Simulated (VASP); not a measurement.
Input of a VASP 6.6.1 run:

INCAR

```
SYSTEM = Hf2SnTe2
PREC     = Accurate       ! precision mode
ENCUT    = 520            ! plane-wave cutoff, eV
EDIFF    = 1E-7           ! SCF threshold, eV
ISMEAR   = 0              ! smearing method
SIGMA    = 0.1            ! smearing width, eV
LREAL    = .False.        ! projectors in reciprocal space
LASPH    = .True.         ! aspherical terms in the spheres
NELM     = 60             ! most SCF steps
ALGO     = Normal         ! electronic algorithm
ISIF     = 2              ! what is computed and relaxed
LWAVE    = .False.        ! write WAVECAR
LCHARG   = .True.         ! write CHGCAR
GGA      = PE             ! functional
LELF     = .True.         ! ELF
LVHAR    = .True.       
NBANDS   = 31             ! bands
```

Contents of KPOINTS:

```
Automatic mesh
0
Gamma
  6 6 2
  0 0 0
```

File POSCAR:

```
Hf2SnTe2
1.0
    4.7013870500      0.0000000000      0.0000000000
   -2.3506935200      4.0715206200      0.0000000000
    0.0000000000      0.0000000000      7.5634900600
Hf Sn Te
2 1 2
Direct
    0.3333333300      0.6666666700      0.5000000000
    0.6666666700      0.3333333300      0.5000000000
    0.0000000000      0.0000000000      0.5000000000
    0.3333333300      0.6666666700      0.0000000000
    0.6666666700      0.3333333300      0.0000000000
```

Potentials or basis: VASP PAW PBE potentials, release 64 (Hf_pv, Sn_d, Te).

Run with:

```console
$ cat potpaw_PBE.64/Hf_pv/POTCAR potpaw_PBE.64/Sn_d/POTCAR potpaw_PBE.64/Te/POTCAR > POTCAR
$ mpirun -np 1 vasp_std > vasp.out
```

Estimate the pressure.

16.6 GPa.

Estimate the band gap on the k mesh.

zero (band 23 reaches 5.88 eV, above the bottom of band 24 at 5.60 eV).

Stress tensor (GPa, compression positive):
```
28.74  0.00  0.00
 0.00 28.74  0.00
 0.00  0.00 -7.74
```

Caveat: the k points lie up to 0.42 Å⁻¹ apart; spin-orbit coupling is left out, which moves the levels of the heavy elements.
